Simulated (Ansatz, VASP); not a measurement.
**Si2W: VASP beside Ansatz**

The input POSCAR:

```
Si2W
1.0
    4.2133146779      0.0000000000      0.0000000000
   -2.1066573390      3.6488375452      0.0000000000
    0.0000000000      0.0000000000      6.0804212329
Si W
6 3
Direct
    0.8364048210      0.6728096420      0.5000000000
    0.1635951790      0.8364048210      0.8333333333
    0.6728096420      0.8364048210      0.1666666667
    0.1635951790      0.3271903580      0.5000000000
    0.8364048210      0.1635951790      0.8333333333
    0.3271903580      0.1635951790      0.1666666667
    0.0000000000      0.5000000000      0.1666666667
    0.5000000000      0.5000000000      0.8333333333
    0.5000000000      0.0000000000      0.5000000000
```

File INCAR.step1:

```
PREC = Accurate
ENCUT = 520
ISMEAR = 0
SIGMA = 0.03
LREAL = False
LASPH = True
NELM = 60
NBANDS = 43
GGA = PE
ALGO = Normal
EDIFF = 1E-4
LWAVE = True
LCHARG = False
```

INCAR.step2

```
PREC = Accurate
ENCUT = 520
EDIFF = 1E-6
ISMEAR = 0
SIGMA = 0.03
LREAL = False
LASPH = True
NELM = 60
ALGO = Normal
ISIF = 2
LWAVE = False
LCHARG = False
METAGGA = R2SCAN
LMIXTAU = True
NBANDS = 43
ISTART = 1
```

File KPOINTS:

```
Automatic mesh
0
Gamma
  12 12 6
```

Input for Ansatz:

```yaml
crystal:
  lattice:
    - [4.2133146779, 0.0, 0.0]
    - [-2.106657339, 3.6488375452, 0.0]
    - [0.0, 0.0, 6.0804212329]
  atoms:
    - { symbol: Si, position: [0.836404821, 0.672809642, 0.5] }
    - { symbol: Si, position: [0.163595179, 0.836404821, 0.8333333333] }
    - { symbol: Si, position: [0.672809642, 0.836404821, 0.1666666667] }
    - { symbol: Si, position: [0.163595179, 0.327190358, 0.5] }
    - { symbol: Si, position: [0.836404821, 0.163595179, 0.8333333333] }
    - { symbol: Si, position: [0.327190358, 0.163595179, 0.1666666667] }
    - { symbol: W, position: [0.0, 0.5, 0.1666666667] }
    - { symbol: W, position: [0.5, 0.5, 0.8333333333] }
    - { symbol: W, position: [0.5, 0.0, 0.5] }
basis:
  ecutwfc: 500
kpoints:
  mp_grid: { grid: [12, 12, 6] }
hamiltonian:
  xc: r2scan
scf:
  occupations: { method: gaussian, width: 0.03 }
output:
  forces: true
  stress: true
  eigenvalues: true
  write_density: true
  write_potential: true
  elf: true
  volumetric_format: npy
```

Change from the starting cell: strain -0.080 along x and y, -0.080 along z, atoms carried along.

Alike in both runs: task single point; functional r2SCAN; k mesh 12 × 12 × 6; occupations gaussian, width 0.03 eV; no spin polarisation.

|  | VASP | Ansatz |
| --- | --- | --- |
| version | VASP 6.6.1 | Ansatz 0.2.0 |
| potentials or method | VASP PAW PBE potentials, release 64 (Si, W_sv), cutoff 520 eV | scalar-relativistic, plane waves, PAW |
| valence electrons in the cell | 66 | 66 |

VASP gave:

* gap on the k mesh at the Fermi level (eV): none
* pressure (GPa): 102.6
* traceless stress, the component that is largest in VASP (GPa): 3.50
* rms of the force components (eV/Å): 0.083

Which values does Ansatz return?

gap on the k mesh at the Fermi level (eV): none; pressure (GPa): 101.7; traceless stress, the component that is largest in VASP (GPa): 3.45; rms of the force components (eV/Å): 0.076.

VASP's potentials were made for PBE, not for r2SCAN. Atom by atom the forces differ by 0.007 eV/Å (rms over components). A gap of «none» marks a metal or a gap that the smearing closes. Both programs put the cell under a high pressure, so it lies far from rest at this level.

Spin-orbit coupling is off throughout. Noted on VASP's run: the cell as given lies far from equilibrium.
